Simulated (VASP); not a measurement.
# B (I4/mmm) in VASP: a series of runs

Runs on B. Level: PBE. Tasks: single point, relaxation of cell and atoms.

Program: VASP 6.6.1. These are calculated values, not measurements. Logs are shortened: lines on timing, memory, paths and dates and some standing lists are left out, and cuts for length are marked.

**1. The cell of the first run**

The structure is tetragonal, space group I4/mmm (No. 139). The conventional cell has a = 3.097 Å, b = 3.097 Å, c = 8.183 Å, α = 90.00°, β = 90.00°, γ = 90.00°. Within 2.1 Å of B (site symmetry 4/mmm) lie 4 B at 1.55 Å. Within 2.1 Å of B (site symmetry mmm) lie 2 B at 1.55 Å.

The cell was built from a structure type or drawn by symmetry, and may not be a known phase.

**2. Single point, PBE**

File INCAR:

```
PREC = Accurate
ENCUT = 520
EDIFF = 1E-7
ISMEAR = 0
SIGMA = 0.1
LREAL = False
LASPH = True
NELM = 80
ALGO = Normal
ISIF = 2
LWAVE = False
LCHARG = True
GGA = PE
LELF = True
LVHAR = True
NBANDS = 12
```

File KPOINTS:

```
regular mesh
0
Gamma
  20 20 20
```

File POSCAR:

```
B
1.0
   -1.5485567862      1.5485567862      4.0914075733
    1.5485567862     -1.5485567862      4.0914075733
    1.5485567862      1.5485567862     -4.0914075733
B
3
Direct
    0.0000000000      0.0000000000      0.0000000000
    0.5000000000      0.0000000000      0.5000000000
    0.0000000000      0.5000000000      0.5000000000
```

Potentials or basis: VASP PAW PBE potentials, release 64 (B).

On the command line:

```console
cat potpaw_PBE.64/B/POTCAR > POTCAR
mpirun -np 1 vasp_std > vasp.out
```

OUTCAR:

```text
PREC = Accurate
   ENCUT = 520
   EDIFF = 1E-7
   ISMEAR = 0
   LREAL = False
   LASPH = True
   NELM = 80
   ISIF = 2
   GGA = PE

 ion  position               nearest neighbor table
   1  0.000  0.000  0.000-   2 1.55   3 1.55   3 1.55   2 1.55
   2  0.500  0.000  0.500-   1 1.55   1 1.55
   3  0.000  0.500  0.500-   1 1.55   1 1.55

  LATTYP: Found a body centered tetragonal cell.
 ALAT       =     3.0971135724
 C/A-ratio  =     2.6420778429

  Lattice vectors:

 A1 = (  -1.5485567862,   1.5485567862,   4.0914075733)
 A2 = (   1.5485567862,  -1.5485567862,   4.0914075733)
 A3 = (   1.5485567862,   1.5485567862,  -4.0914075733)

Analysis of symmetry for initial positions (statically):
=====================================================================
 Subroutine PRICEL returns:
 Original cell was already a primitive cell.

 Routine SETGRP: Setting up the symmetry group for a
 body centered tetragonal supercell.

 Subroutine GETGRP returns: Found 16 space group operations
 (whereof 16 operations were pure point group operations)
 out of a pool of 16 trial point group operations.

The static configuration has the point symmetry D_4h.

Analysis of symmetry for dynamics (positions and initial velocities):
=====================================================================
 Subroutine PRICEL returns:
 Original cell was already a primitive cell.

 Routine SETGRP: Setting up the symmetry group for a
 body centered tetragonal supercell.

 Subroutine GETGRP returns: Found 16 space group operations
 (whereof 16 operations were pure point group operations)
 out of a pool of 16 trial point group operations.

The dynamic configuration has the point symmetry D_4h.

 Subroutine INISYM returns: Found 16 space group operations
 (whereof 16 operations are pure point group operations),
 and found     1 'primitive' translations

----------------------------------------------------------------------------------------

                                     Primitive cell

  volume of cell :      39.2452

  direct lattice vectors                    reciprocal lattice vectors
    -1.548556786  1.548556786  4.091407573     0.000000000  0.322881282  0.122207331
     1.548556786 -1.548556786  4.091407573     0.322881282  0.000000000  0.122207331
     1.548556786  1.548556786 -4.091407573     0.322881282  0.322881282  0.000000000

  length of vectors
     4.640654283  4.640654283  4.640654283     0.345234636  0.345234636  0.456623088

  position of ions in fractional coordinates (direct lattice)
     0.000000000  0.000000000  0.000000000
     0.500000000  0.000000000  0.500000000
     0.000000000  0.500000000  0.500000000

  ion indices of the primitive-cell ions
   primitive index   ion index
                 1           1
                 2           2
                 3           3

----------------------------------------------------------------------------------------

 KPOINTS: regular mesh

Automatic generation of k-mesh.
 Grid dimensions read from file:
 generate k-points for:   20   20   20

 Generating k-lattice:

  Cartesian coordinates                     Fractional coordinates (reciprocal lattice)
     0.000000000  0.016144064  0.006110367     0.050000000  0.000000000 -0.000000000
     0.016144064  0.000000000  0.006110367     0.000000000  0.050000000 -0.000000000
     0.016144064  0.016144064  0.000000000     0.000000000  0.000000000  0.050000000

  Length of vectors
     0.017261732  0.017261732  0.022831154

  Shift w.r.t. Gamma in fractional coordinates (k-lattice)
     0.000000000  0.000000000  0.000000000

 Subroutine IBZKPT returns following result:
 ===========================================

 Found    641 irreducible k-points:

 Following reciprocal coordinates:
            Coordinates               Weight
  0.000000  0.000000  0.000000      1.000000
  0.050000  0.000000 -0.000000      8.000000
  0.100000  0.000000 -0.000000      8.000000
  0.150000  0.000000 -0.000000      8.000000
  0.200000  0.000000 -0.000000      8.000000
  0.250000 -0.000000  0.000000      8.000000
[... 16 lines left out ...]
 -0.400000  0.050000  0.000000     16.000000
 -0.350000  0.050000 -0.000000     16.000000
 [... further k-points ...]
   k-points           NKPTS =    641   k-points in BZ     NKDIM =    641   number of bands    NBANDS=     12
   number of dos      NEDOS =    301   number of ions     NIONS =      3
   total plane-waves  NPLWV =  46656
   dimension x,y,z NGX =    36 NGY =   36 NGZ =   36
   dimension x,y,z NGXF=    72 NGYF=   72 NGZF=   72
   ions per type =               3
   NGX,Y,Z   is equivalent  to a cutoff of  12.90, 12.90, 12.90 a.u.
   NGXF,Y,Z  is equivalent  to a cutoff of  25.79, 25.79, 25.79 a.u.
 SYSTEM =  unknown system
   PREC   = accura    normal or accurate (medium, high low for compatibility)
   ISTART =      0    job   : 0-new  1-cont  2-samecut
   ICHARG =      2    charge: 1-file 2-atom 10-const
   ISPIN  =      1    spin polarized calculation?
   LNONCOLLINEAR =      F non collinear calculations
   LSORBIT =      F    spin-orbit coupling
   LASPH  =      T    aspherical Exc in radial PAW
   ENCUT  =  520.0 eV  38.22 Ry    6.18 a.u.   8.63  8.63  8.63*2*pi/ulx,y,z
   NELM   =     80;   NELMIN=  2; NELMDL= -5     # of ELM steps
   EDIFF  = 0.1E-06   stopping-criterion for ELM
   LREAL  =      F    real-space projection
   EDIFFG = 0.1E-05   stopping-criterion for IOM
   NSW    =      0    number of steps for IOM
   IBRION =     -1    ionic relax: 0-MD 1-quasi-New 2-CG
   NFREE  =      0    steps in history (QN), initial steepest desc. (CG)
   ISIF   =      2    stress and relaxation
   ISYM   =      2    0-nonsym 1-usesym 2-fastsym
   POTIM  = 0.5000    time-step for ionic-motion
   TEBEG  =    0.0;   TEEND  =   0.0 temperature during run
   PSTRESS=    0.0 pullay stress
   NELECT =       9.0000    total number of electrons
   NUPDOWN=      -1.0000    fix difference up-down
   EMIN   =  10.00;   EMAX   =-10.00  energy-range for DOS
   EFERMI =   0.00;   METHOD = LEGACY
   ISMEAR =     0;   SIGMA  =   0.10  broadening in eV -4-tet -1-fermi 0-gaus
   EFERMI_NEDOS =   21; number of points for ismear=-14 and -15
   IALGO  =     38    algorithm
   IMIX   =      4    mixing-type and parameters
     AMIX     =   0.40;   BMIX     =  1.00
     AMIX_MAG =   1.60;   BMIX_MAG =  1.00
  volume/ion in A,a.u.               =      13.08        88.28
  Fermi-wavevector in a.u.,A,eV,Ry     =   1.002059  1.893617 13.661915  1.004122
  Thomas-Fermi vector in A             =   2.134522
   LORBIT       =      0    0 simple, 1 ext, 2 COOP (PROOUT), +10 PAW based schemes
   GGA     = PE    functional components
   LHFCALC =     F    Hartree Fock is set to
   AEXX    =    0.0000 exact exchange contribution
   IVDW    =     0    specifies the selected vdW correction
   LEPSILON=     F    determine dielectric tensor
   LRPA    =     F    only Hartree local field effects (RPA)
 non-spin polarized calculation
 Gauss-broadening in eV      SIGMA  =   0.10
  energy-cutoff  :      520.00
  volume of cell :       39.25
 maximum number of plane-waves:      1080
   NGX = 17   NGY = 17   NGZ = 17

 number of electron       9.0000000 magnetization

 Free energy of the ion-electron system (eV)
  ---------------------------------------------------
  ext. energy  EPLUGINS =         0.00000000
  ---------------------------------------------------
  free energy    TOTEN  =       -17.13726738 eV

  energy without entropy =      -17.13328257  energy(sigma->0) =      -17.13527498

 E-fermi :   2.1493     XC(G=0):  -8.4945

 val. band max:        2.1347023466   @ k =   0.4000   0.1000   0.1000
 cond. band min:       2.1511879369   @ k =   0.4500   0.1500   0.0500
 fundamental gap:      0.0164855903
 Fermi energy:         2.1493137456

 k-point     1 :       0.0000    0.0000    0.0000
  band No.  band energies     occupation
      1     -11.7151      2.00000
      2      -4.2733      2.00000
      3      -4.2733      2.00000
      4      -2.6529      2.00000
      5       3.7611      0.00000
      6       5.3745      0.00000
      7       6.8869      0.00000
      8       7.5101      0.00000
      9       8.5705      0.00000
     10       8.5705      0.00000
     11      11.5636      0.00000
     12      14.6878      0.00000

 k-point     2 :       0.0500    0.0000   -0.0000
  band No.  band energies     occupation
      1     -11.6879      2.00000
      2      -4.3642      2.00000
      3      -4.2496      2.00000
      4      -2.6278      2.00000
      5       3.8214      0.00000
      6       5.4304      0.00000
      7       6.7864      0.00000
      8       7.4769      0.00000
      9       8.4128      0.00000
     10       8.6673      0.00000
     11      11.3187      0.00000
     12      14.7341      0.00000

 k-point     3 :       0.1000    0.0000   -0.0000
  band No.  band energies     occupation
      1     -11.6066      2.00000
      2      -4.6226      2.00000
      3      -4.1796      2.00000
      4      -2.5523      2.00000
      5       3.9848      0.00000
      6       5.5988      0.00000
      7       6.4772      0.00000
      8       7.3938      0.00000
      9       7.9821      0.00000
     10       8.9415      0.00000
     11      10.8789      0.00000
     12      14.8732      0.00000

 k-point     4 :       0.1500    0.0000   -0.0000
  band No.  band energies     occupation
      1     -11.4722      2.00000
      2      -5.0127      2.00000
      3      -4.0664      2.00000
      4      -2.4263      2.00000
      5       4.2095      0.00000
      6       5.8553      0.00000
      7       5.9875      0.00000
      8       7.2847      0.00000
      9       7.3727      0.00000
     10       9.3671      0.00000
     11      10.5581      0.00000
     12      15.1041      0.00000

 k-point     5 :       0.2000    0.0000   -0.0000
  band No.  band energies     occupation
      1     -11.2863      2.00000
      2      -5.4923      2.00000
      3      -3.9156      2.00000
      4      -2.2500      2.00000
      5       4.4484      0.00000
      6       5.2845      0.00000
      7       6.2862      0.00000
      8       6.6790      0.00000
      9       7.1615      0.00000
     10       9.9074      0.00000
     11      10.4478      0.00000
     12      15.4257      0.00000
[... 228 lines left out ...]
      1      -9.6866      2.00000
      2      -8.1456      2.00000
      3      -3.0993      2.00000
      4      -0.7301      2.00000
      5       1.7923      2.00000
      6       3.4572      0.00000
      7       5.6049      0.00000
      8       6.8862      0.00000
      9      10.2641      0.00000
     10      10.7407      0.00000
     11      10.9040      0.00000
     12      15.8676      0.00000

 k-point    22 :      -0.4500    0.0500   -0.0000
  band No.  band energies     occupation
      1      -9.8247      2.00000
      2      -7.9732      2.00000
      3      -3.1411      2.00000
      4      -0.8015      2.00000
      5       1.9366      1.99737
      6       3.5523      0.00000
      7       5.5619      0.00000
      8       6.9283      0.00000
      9       9.4515      0.00000
     10      10.6695      0.00000
     11      11.7086      0.00000
     12      15.2943      0.00000

 k-point    23 :      -0.4000    0.0500    0.0000
  band No.  band energies     occupation
      1     -10.1179      2.00000
      2      -7.5759      2.00000
      3      -3.2582      2.00000
      4      -1.0430      2.00000
      5       2.3764      0.00132
      6       3.8259      0.00000
      7       5.4457      0.00000
      8       7.0381      0.00000
      9       8.6459      0.00000
     10      10.5319      0.00000
     11      12.2815      0.00000
     12      14.7294      0.00000

 k-point    24 :      -0.3500    0.0500   -0.0000
  band No.  band energies     occupation
      1     -10.4451      2.00000
      2      -7.0794      2.00000
      3      -3.4280      2.00000
      4      -1.3480      2.00000
      5       2.9962      0.00000
      6       4.2456      0.00000
      7       5.2831      0.00000
      8       7.1894      0.00000
      9       7.9059      0.00000
     10      10.3581      0.00000
     11      12.1281      0.00000
     12      14.9042      0.00000

 [... further k-points ...]

------------------------ aborting loop because EDIFF is reached ----------------------------------------

  FORCE on cell =-STRESS in cart. coord.  units (eV):
  Direction    XX          YY          ZZ          XY          YZ          ZX
  --------------------------------------------------------------------------------------
  -------------------------------------------------------------------------------------
  Total       -0.0061799     -0.0061799     -0.0100108      0.0000000      0.0000000      0.0000000
  in kB       -0.2522947     -0.2522947     -0.4086902      0.0000000      0.0000000      0.0000000
  external PRESSURE =      -0.3044265 kB  Pullay stress =       0.0000000 kB

 VOLUME and BASIS-vectors are now :
 -----------------------------------------------------------------------------
  energy-cutoff  :      520.00
  volume of cell :       39.25
      direct lattice vectors                 reciprocal lattice vectors
    -1.548556786  1.548556786  4.091407573     0.000000000  0.322881282  0.122207331
     1.548556786 -1.548556786  4.091407573     0.322881282  0.000000000  0.122207331
     1.548556786  1.548556786 -4.091407573     0.322881282  0.322881282  0.000000000

 POSITION                                       TOTAL-FORCE (eV/Angst)
 -----------------------------------------------------------------------------------
      0.00000      0.00000      0.00000        -0.000000     -0.000000     -0.000000
      0.00000      1.54856      0.00000        -0.000000      0.000000      0.000000
      1.54856      0.00000      0.00000         0.000000     -0.000000     -0.000000
 -----------------------------------------------------------------------------------
    total drift:                                0.000000     -0.000000     -0.000000

  FREE ENERGIE OF THE ION-ELECTRON SYSTEM (eV)
  ---------------------------------------------------
  free  energy   TOTEN  =       -17.1372673840 eV

  energy  without entropy=      -17.1332825668  energy(sigma->0) =      -17.13527498
```

Run time: 5.2 min. Hardware: 1 thread of Intel Xeon Platinum 8259CL at 2.50GHz (Skylake/Cascade Lake), shared host; peak memory 0.37 GiB.

What came out:

```yaml
Free_energy: -17.1373 eV
Pressure: 0.0 GPa
Band_gap_on_the_k_mesh: zero (an odd number of electrons rules out a gap without spin polarisation)
```

**3. Relaxation of cell and atoms, PBE**

This run uses another cell than the first one, of 12.99 Å³/atom.

File INCAR:

```
PREC = Accurate ; ENCUT = 600
EDIFF = 1E-6 ; ISMEAR = 0
SIGMA = 0.1 ; LREAL = F
LASPH = T ; NELM = 100
ALGO = Normal ; ISIF = 3
LWAVE = F ; LCHARG = F
GGA = PE ; IBRION = 2
NSW = 100 ; EDIFFG = -0.01
```

KPOINTS is that of step 2.

File POSCAR:

```
B
1.0
   -1.5482581488      1.5482581488      4.0651479951
    1.5482581488     -1.5482581488      4.0651479951
    1.5482581488      1.5482581488     -4.0651479951
B
3
Direct
    0.0000000000      0.0000000000      0.0000000000
    0.5000000000      0.0000000000      0.5000000000
    0.0000000000      0.5000000000      0.5000000000
```

Potentials or basis: VASP PAW PBE potentials, release 64 (B).

On the command line:

```console
cat potpaw_PBE.64/B/POTCAR > POTCAR
mpirun -np 1 vasp_std > vasp.out
```

Run time: 4.9 min. Hardware: 1 thread of Intel Xeon Platinum 8259CL at 2.50GHz (Skylake/Cascade Lake), shared host; peak memory 0.38 GiB.

Results (log left out):

| Quantity | Value |
| --- | --- |
| Free energy | -17.1403 eV |
| Pressure after relaxing | 0.0 GPa |
| Band gap on the k mesh | zero (an odd number of electrons rules out a gap without spin polarisation) |

Stress tensor (GPa, compression positive):
```
 0.06  0.00  0.00
 0.00  0.06  0.00
 0.00  0.00 -0.04
```

Final structure:
```cif
data_structure
_symmetry_space_group_name_H-M 'P 1'
_symmetry_Int_Tables_number 1
_cell_length_a 4.6173
_cell_length_b 4.6173
_cell_length_c 4.6173
_cell_angle_alpha 140.817
_cell_angle_beta 140.817
_cell_angle_gamma 56.616
_cell_volume 38.98
loop_
_atom_site_label
_atom_site_type_symbol
_atom_site_fract_x
_atom_site_fract_y
_atom_site_fract_z
_atom_site_occupancy
B1 B 0.00000 0.00000 0.00000 1
B2 B 0.50000 0.00000 0.50000 1
B3 B 0.00000 0.50000 0.50000 1
```

Levels at points of the mesh, in eV from the Fermi level:
| k point | band 1 | band 2 | band 3 | band 4 | band 5 | band 6 | band 7 | band 8 |
| --- | --- | --- | --- | --- | --- | --- | --- | --- |
| (0.00, 0.00, 0.00) | -13.87 | -6.42 | -6.42 | -4.78 | 1.62 | 3.25 | 4.73 | 5.37 |
| (0.50, 0.00, 0.00) | -11.86 | -10.33 | -5.17 | -2.92 | -0.39 | 1.75 | 3.36 | 4.27 |
| (0.50, 0.50, 0.00) | -10.42 | -8.27 | -8.16 | -5.33 | 0.47 | 0.63 | 1.40 | 8.02 |
| (0.50, 0.50, 0.50) | -13.70 | -6.45 | -6.45 | -5.96 | 1.41 | 4.91 | 5.23 | 6.41 |

Caveat: the relaxation stopped at its first step, so nothing moved.
